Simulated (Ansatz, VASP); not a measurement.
**One calculation of CoSi, two programs**

The input INCAR:

```
ALGO     = Normal         # electronic algorithm
EDIFF    = 1E-7           # SCF threshold, eV
ENCUT    = 520            # plane-wave cutoff, eV
ISIF     = 2              # what is computed and relaxed
ISMEAR   = -1             # smearing method
ISPIN    = 2              # spin polarisation
LASPH    = True           # aspherical terms in the spheres
LCHARG   = False          # write CHGCAR
LMAXMIX  = 4              # l up to which the mixer works
LORBIT   = 11             # projections on sites
LREAL    = False          # projectors in reciprocal space
LWAVE    = False          # write WAVECAR
MAGMOM   = 2 0            # initial moments
NBANDS   = 18             # bands
NELM     = 150            # most SCF steps
PREC     = Accurate       # precision mode
SIGMA    = 0.05           # smearing width, eV
```

KPOINTS

```
k-points
0
Gamma
  10 10 10
```

Contents of POSCAR:

```
CoSi
1.0
    2.7813340000      0.0000000000      0.0000000000
    0.0000000000      2.7813340000      0.0000000000
    0.0000000000      0.0000000000      2.7813340000
Co Si
1 1
Direct
    0.0000000000      0.0000000000      0.0000000000
    0.5000000000      0.5000000000      0.5000000000
```

The input input.yaml:

```yaml
crystal:
  lattice:
    - [2.781334, 0.0, 0.0]
    - [0.0, 2.781334, 0.0]
    - [0.0, 0.0, 2.781334]
  atoms:
    - { symbol: Co, position: [0.0, 0.0, 0.0], spin: 2.0 }
    - { symbol: Si, position: [0.5, 0.5, 0.5] }
kpoints:
  mp_grid: { grid: [10, 10, 10] }
  band_path:
    path:
      - [0.0, 0.0, 0.0]
      - [0.0, 0.5, 0.0]
      - [0.5, 0.5, 0.0]
      - [0.0, 0.0, 0.0]
      - [0.5, 0.5, 0.5]
      - [0.0, 0.5, 0.0]
    npoints: 12
scf:
  occupations: { method: fermi_dirac, width: 0.05 }
hamiltonian:
  xc: lda
  pseudopotentials: { kind: all_electron, lapw: { basis_error: 0.001 } }
magnetization:
  spin_polarized: true
output:
  forces: true
  stress: true
  eigenvalues: true
```

Alike in both runs: functional LDA; k mesh 10 × 10 × 10; occupations fermi-dirac, width 0.05 eV; collinear spin.

|  | VASP | Ansatz |
| --- | --- | --- |
| version | VASP 6.6.1 | Ansatz 0.2.0 |
| potentials or method | VASP PAW LDA potentials, release 64 (Co, Si), cutoff 520 eV | all-electron LAPW, scalar-relativistic |
| task | single point | band structure |

VASP gave:

```
gap on the k mesh at the Fermi level (eV)                     : none
pressure (GPa)                                                : -12.3
net moment per atom (μB)                                      : 0.16
size of the moment on the site where the two differ most (μB) : 0.31
```

What did Ansatz give for the same quantities?

gap on the k mesh at the Fermi level (eV): none; pressure (GPa): -12.4; net moment per atom (μB): 0.21; size of the moment on the site where the two differ most (μB): 0.42.

LDA's correlation is that of Perdew and Zunger in VASP and of Perdew and Wang (1992) in Ansatz. Site moments also hang on the region over which each program counts them. A gap of «none» marks a metal or a gap that the smearing closes. Ansatz ran all-electron here, and VASP with PAW potentials.
